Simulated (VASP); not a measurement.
# Sr5AlO2 (R-3m) in VASP: single point with PBE

Aim: the single point of Sr5AlO2 with PBE.

All numbers are computed with VASP 6.6.1; they aren't measurements. Logs are shortened: lines on timing, memory, paths and dates and some standing lists are left out, and cuts for length are marked.

## Step 1: The cell of the first run

It takes space group R-3m (No. 166, trigonal). Conventional cell: a = 7.897 Å, b = 7.897 Å, c = 22.987 Å, α = 90.00°, β = 90.00°, γ = 120.00°. Within 2.9 Å of Sr (site symmetry 3m) lie 1 O at 2.19 Å. Within 5.2 Å of Sr (site symmetry 2/m) lie 2 Al at 3.95 Å and 6 Sr at 3.95 to 4.43 Å and 4 O at 4.29 Å. Within 2.2 Å of Al (site symmetry -3m) lie 2 O at 1.68 Å. O (site symmetry 3m) has 1 Al at 1.68 Å and 1 Sr at 2.19 Å within 2.2 Å.

The cell was built from a structure type or drawn by symmetry, and may not be a known phase.

## Step 2: Single point, PBE

INCAR

```
ALGO = Normal
EDIFF = 1E-6
ENCUT = 520
GGA = PE
ISIF = 2
ISMEAR = 0
LASPH = T
LCHARG = F
LREAL = F
LWAVE = F
NBANDS = 42
NELM = 80
PREC = Accurate
SIGMA = 0.2
```

KPOINTS

```
k-points
0
Gamma
  3 3 3
```

POSCAR

```
Sr5AlO2
1.0
    3.9482668126      2.2795329071      7.6622981602
   -3.9482668126      2.2795329071      7.6622981602
    0.0000000000     -4.5590658142      7.6622981602
Sr Al O
5 1 2
Direct
    0.3317782141      0.3317782141      0.3317782141
    0.6682217859      0.6682217859      0.6682217859
    0.0000000000      0.0000000000      0.5000000000
    0.5000000000      0.0000000000      0.0000000000
    0.0000000000      0.5000000000      0.0000000000
    0.5000000000      0.5000000000      0.5000000000
    0.5730931191      0.5730931191      0.5730931191
    0.4269068809      0.4269068809      0.4269068809
```

Potentials or basis: VASP PAW PBE potentials, release 64 (Sr_sv, Al, O).

On the command line:

```
cat potpaw_PBE.64/Sr_sv/POTCAR potpaw_PBE.64/Al/POTCAR potpaw_PBE.64/O/POTCAR > POTCAR
mpirun -np 1 vasp_std > vasp.out
```

OUTCAR:

```text
EDIFF = 1E-6
   ENCUT = 520
   GGA = PE
   ISIF = 2
   ISMEAR = 0
   LASPH = T
   LREAL = F
   NELM = 80
   PREC = Accurate

 ion  position               nearest neighbor table
   1  0.332  0.332  0.332-   8 2.19   6 3.87   4 4.43   5 4.43   3 4.43   2 4.56   2 4.56   2 4.56

   2  0.668  0.668  0.668-   7 2.19   6 3.87   4 4.43   5 4.43   3 4.43   1 4.56   1 4.56   1 4.56

   3  0.000  0.000  0.500-   6 3.95   6 3.95   5 3.95   4 3.95   4 3.95   5 3.95   1 4.43   2 4.43

   4  0.500  0.000  0.000-   5 3.95   5 3.95   3 3.95   6 3.95   3 3.95   6 3.95   1 4.43   2 4.43

   5  0.000  0.500  0.000-   4 3.95   4 3.95   3 3.95   3 3.95   6 3.95   6 3.95   1 4.43   2 4.43

   6  0.500  0.500  0.500-   7 1.68   8 1.68   1 3.87   2 3.87   3 3.95   3 3.95   4 3.95   4 3.95
                             5 3.95   5 3.95
   7  0.573  0.573  0.573-   6 1.68   2 2.19
   8  0.427  0.427  0.427-   6 1.68   1 2.19

  LATTYP: Found a trigonal (rhomboedric) cell.
 ALAT       =     8.9160470049
 COS(alpha) =     0.6078084036

  Lattice vectors:

 A1 = (   3.9482668126,   2.2795329071,   7.6622981602)
 A2 = (  -3.9482668126,   2.2795329071,   7.6622981602)
 A3 = (   0.0000000000,  -4.5590658142,   7.6622981602)

Analysis of symmetry for initial positions (statically):
=====================================================================
 Subroutine PRICEL returns:
 Original cell was already a primitive cell.

 Routine SETGRP: Setting up the symmetry group for a
 trigonal (rhombohedral) supercell.

 Subroutine GETGRP returns: Found 12 space group operations
 (whereof 12 operations were pure point group operations)
 out of a pool of 12 trial point group operations.

The static configuration has the point symmetry D_3d.

Analysis of symmetry for dynamics (positions and initial velocities):
=====================================================================
 Subroutine PRICEL returns:
 Original cell was already a primitive cell.

 Routine SETGRP: Setting up the symmetry group for a
 trigonal (rhombohedral) supercell.

 Subroutine GETGRP returns: Found 12 space group operations
 (whereof 12 operations were pure point group operations)
 out of a pool of 12 trial point group operations.

The dynamic configuration has the point symmetry D_3d.

 Subroutine INISYM returns: Found 12 space group operations
 (whereof 12 operations are pure point group operations),
 and found     1 'primitive' translations

----------------------------------------------------------------------------------------

                                     Primitive cell

  volume of cell :     413.7735

  direct lattice vectors                    reciprocal lattice vectors
     3.948266813  2.279532907  7.662298160     0.126637845  0.073114394  0.043503049
    -3.948266813  2.279532907  7.662298160    -0.126637845  0.073114394  0.043503049
     0.000000000 -4.559065814  7.662298160     0.000000000 -0.146228788  0.043503049

  length of vectors
     8.916047005  8.916047005  8.916047005     0.152562687  0.152562687  0.152562687

  position of ions in fractional coordinates (direct lattice)
     0.331778214  0.331778214  0.331778214
     0.668221786  0.668221786  0.668221786
     0.000000000  0.000000000  0.500000000
     0.500000000  0.000000000  0.000000000
     0.000000000  0.500000000  0.000000000
     0.500000000  0.500000000  0.500000000
     0.573093119  0.573093119  0.573093119
     0.426906881  0.426906881  0.426906881

  ion indices of the primitive-cell ions
   primitive index   ion index
                 1           1
                 2           2
                 3           3
                 4           4
                 5           5
                 6           6
                 7           7
                 8           8

----------------------------------------------------------------------------------------

 KPOINTS: k-points

Automatic generation of k-mesh.
 Grid dimensions read from file:
 generate k-points for:    3    3    3

 Generating k-lattice:

  Cartesian coordinates                     Fractional coordinates (reciprocal lattice)
     0.042212615  0.024371465  0.014501016     0.333333333  0.000000000  0.000000000
    -0.042212615  0.024371465  0.014501016     0.000000000  0.333333333  0.000000000
     0.000000000 -0.048742929  0.014501016     0.000000000  0.000000000  0.333333333

  Length of vectors
     0.050854229  0.050854229  0.050854229

  Shift w.r.t. Gamma in fractional coordinates (k-lattice)
     0.000000000  0.000000000  0.000000000

 Subroutine IBZKPT returns following result:
 ===========================================

 Found      6 irreducible k-points:

 Following reciprocal coordinates:
            Coordinates               Weight
  0.000000  0.000000  0.000000      1.000000
  0.333333 -0.000000  0.000000      6.000000
  0.333333  0.333333  0.000000      6.000000
 -0.333333  0.333333  0.000000      6.000000
  0.333333  0.333333  0.333333      2.000000
 -0.333333  0.333333  0.333333      6.000000
   k-points           NKPTS =      6   k-points in BZ     NKDIM =      6   number of bands    NBANDS=     42
   number of dos      NEDOS =    301   number of ions     NIONS =      8
   total plane-waves  NPLWV = 343000
   dimension x,y,z NGX =    70 NGY =   70 NGZ =   70
   dimension x,y,z NGXF=   140 NGYF=  140 NGZF=  140
   ions per type =               5   1   2
   NGX,Y,Z   is equivalent  to a cutoff of  13.05, 13.05, 13.05 a.u.
   NGXF,Y,Z  is equivalent  to a cutoff of  26.10, 26.10, 26.10 a.u.
 SYSTEM =  unknown system
   PREC   = accura    normal or accurate (medium, high low for compatibility)
   ISTART =      0    job   : 0-new  1-cont  2-samecut
   ICHARG =      2    charge: 1-file 2-atom 10-const
   ISPIN  =      1    spin polarized calculation?
   LNONCOLLINEAR =      F non collinear calculations
   LSORBIT =      F    spin-orbit coupling
   LASPH  =      T    aspherical Exc in radial PAW
   ENCUT  =  520.0 eV  38.22 Ry    6.18 a.u.  16.58 16.58 16.58*2*pi/ulx,y,z
   NELM   =     80;   NELMIN=  2; NELMDL= -5     # of ELM steps
   EDIFF  = 0.1E-05   stopping-criterion for ELM
   LREAL  =      F    real-space projection
   EDIFFG = 0.1E-04   stopping-criterion for IOM
   NSW    =      0    number of steps for IOM
   IBRION =     -1    ionic relax: 0-MD 1-quasi-New 2-CG
   NFREE  =      0    steps in history (QN), initial steepest desc. (CG)
   ISIF   =      2    stress and relaxation
   ISYM   =      2    0-nonsym 1-usesym 2-fastsym
   POTIM  = 0.5000    time-step for ionic-motion
   TEBEG  =    0.0;   TEEND  =   0.0 temperature during run
   PSTRESS=    0.0 pullay stress
   NELECT =      65.0000    total number of electrons
   NUPDOWN=      -1.0000    fix difference up-down
   EMIN   =  10.00;   EMAX   =-10.00  energy-range for DOS
   EFERMI =   0.00;   METHOD = LEGACY
   ISMEAR =     0;   SIGMA  =   0.20  broadening in eV -4-tet -1-fermi 0-gaus
   EFERMI_NEDOS =   21; number of points for ismear=-14 and -15
   IALGO  =     38    algorithm
   IMIX   =      4    mixing-type and parameters
     AMIX     =   0.40;   BMIX     =  1.00
     AMIX_MAG =   1.60;   BMIX_MAG =  1.00
  volume/ion in A,a.u.               =      51.72       349.04
  Fermi-wavevector in a.u.,A,eV,Ry     =   0.883334  1.669260 10.616345  0.780279
  Thomas-Fermi vector in A             =   2.004086
   LORBIT       =      0    0 simple, 1 ext, 2 COOP (PROOUT), +10 PAW based schemes
   GGA     = PE    functional components
   LHFCALC =     F    Hartree Fock is set to
   AEXX    =    0.0000 exact exchange contribution
   IVDW    =     0    specifies the selected vdW correction
   LEPSILON=     F    determine dielectric tensor
   LRPA    =     F    only Hartree local field effects (RPA)
 non-spin polarized calculation
 Gauss-broadening in eV      SIGMA  =   0.20
  energy-cutoff  :      520.00
  volume of cell :      413.77
 maximum number of plane-waves:     11165
 NGX is ok and might be reduce to    70
   NGX = 33   NGY = 33   NGZ = 33

 number of electron      64.9999998 magnetization

 Free energy of the ion-electron system (eV)
  ---------------------------------------------------
  ext. energy  EPLUGINS =         0.00000000
  ---------------------------------------------------
  free energy    TOTEN  =       -26.92620294 eV

  energy without entropy =      -26.75122549  energy(sigma->0) =      -26.83871421

 E-fermi :   0.7727     XC(G=0):  -6.5328

 val. band max:        0.7639255863   @ k =   0.3333   0.3333   0.0000
 cond. band min:       0.7793996237   @ k =   0.3333   0.3333   0.0000
 fundamental gap:      0.0154740374
 Fermi energy:         0.7727095627

 k-point     1 :       0.0000    0.0000    0.0000
  band No.  band energies     occupation
      1     -36.1976      2.00000
      2     -36.1783      2.00000
      3     -36.1783      2.00000
      4     -35.5196      2.00000
      5     -35.5169      2.00000
      6     -18.6271      2.00000
[... 34 lines left out ...]
     41       2.2416      0.00000
     42       2.2416      0.00000

 k-point     2 :       0.3333   -0.0000    0.0000
  band No.  band energies     occupation
      1     -36.1935      2.00000
      2     -36.1824      2.00000
      3     -36.1783      2.00000
      4     -35.5190      2.00000
      5     -35.5174      2.00000
      6     -18.6305      2.00000
[... 34 lines left out ...]
     41       2.2037      0.00000
     42       2.2390      0.00000

 k-point     3 :       0.3333    0.3333    0.0000
  band No.  band energies     occupation
      1     -36.1935      2.00000
      2     -36.1824      2.00000
      3     -36.1783      2.00000
      4     -35.5190      2.00000
      5     -35.5174      2.00000
      6     -18.6321      2.00000
[... 34 lines left out ...]
     41       2.2074      0.00000
     42       2.2439      0.00000

 k-point     4 :      -0.3333    0.3333    0.0000
  band No.  band energies     occupation
      1     -36.1880      2.00000
      2     -36.1880      2.00000
      3     -36.1783      2.00000
      4     -35.5182      2.00000
      5     -35.5182      2.00000
      6     -18.6325      2.00000
[... 34 lines left out ...]
     41       2.1361      0.00000
     42       2.4367      0.00000

 k-point     5 :       0.3333    0.3333    0.3333
  band No.  band energies     occupation
      1     -36.1976      2.00000
      2     -36.1783      2.00000
      3     -36.1783      2.00000
      4     -35.5196      2.00000
      5     -35.5169      2.00000
      6     -18.6324      2.00000
[... 34 lines left out ...]
     41       2.2210      0.00000
     42       2.2210      0.00000

 k-point     6 :      -0.3333    0.3333    0.3333
  band No.  band energies     occupation
      1     -36.1935      2.00000
      2     -36.1824      2.00000
      3     -36.1783      2.00000
      4     -35.5190      2.00000
      5     -35.5174      2.00000
      6     -18.6330      2.00000
[... 34 lines left out ...]
     41       2.1060      0.00000
     42       2.3366      0.00000

------------------------ aborting loop because EDIFF is reached ----------------------------------------

  FORCE on cell =-STRESS in cart. coord.  units (eV):
  Direction    XX          YY          ZZ          XY          YZ          ZX
  --------------------------------------------------------------------------------------
  -------------------------------------------------------------------------------------
  Total        0.2495641      0.2495641      1.4646654      0.0000000     -0.0000000     -0.0000000
  in kB        0.9663400      0.9663400      5.6713485      0.0000000     -0.0000000     -0.0000000
  external PRESSURE =       2.5346762 kB  Pullay stress =       0.0000000 kB

 VOLUME and BASIS-vectors are now :
 -----------------------------------------------------------------------------
  energy-cutoff  :      520.00
  volume of cell :      413.77
      direct lattice vectors                 reciprocal lattice vectors
     3.948266813  2.279532907  7.662298160     0.126637845  0.073114394  0.043503049
    -3.948266813  2.279532907  7.662298160    -0.126637845  0.073114394  0.043503049
     0.000000000 -4.559065814  7.662298160     0.000000000 -0.146228788  0.043503049

 POSITION                                       TOTAL-FORCE (eV/Angst)
 -----------------------------------------------------------------------------------
      0.00000      0.00000      7.62655        -0.000000     -0.000000     -0.118773
      0.00000      0.00000     15.36034        -0.000000      0.000000      0.118773
      0.00000     -2.27953      3.83115         0.000000     -0.000000      0.000000
      1.97413      1.13977      3.83115        -0.000000     -0.000000     -0.000000
     -1.97413      1.13977      3.83115        -0.000000     -0.000000      0.000000
      0.00000      0.00000     11.49345         0.000000     -0.000000      0.000000
      0.00000      0.00000     13.17363        -0.000000      0.000000     -0.060201
      0.00000      0.00000      9.81326        -0.000000     -0.000000      0.060201
 -----------------------------------------------------------------------------------
    total drift:                               -0.000000     -0.000000      0.000000

  FREE ENERGIE OF THE ION-ELECTRON SYSTEM (eV)
  ---------------------------------------------------
  free  energy   TOTEN  =       -26.9262029380 eV

  energy  without entropy=      -26.7512254869  energy(sigma->0) =      -26.83871421
```

Wall time 7 min (1 thread of Intel Xeon 8259CL, shared host); peak memory 0.69 GiB.

What came out:

```yaml
Free_energy: -26.9262 eV
Pressure: 0.3 GPa
Largest_force: 0.119 eV/Å
Band_gap_on_the_k_mesh: zero (an odd number of electrons rules out a gap without spin polarisation)
```

Forces in eV/Å, atoms in the order of the input:
```
Sr   0.000  0.000 -0.119
Sr   0.000  0.000  0.119
Sr   0.000  0.000  0.000
Sr   0.000  0.000  0.000
Sr   0.000  0.000  0.000
Al   0.000  0.000  0.000
O    0.000  0.000 -0.060
O    0.000  0.000  0.060
```

Caveat: an odd number of electrons without spin polarisation forces a metal; a magnetic or distorted state may lie lower.
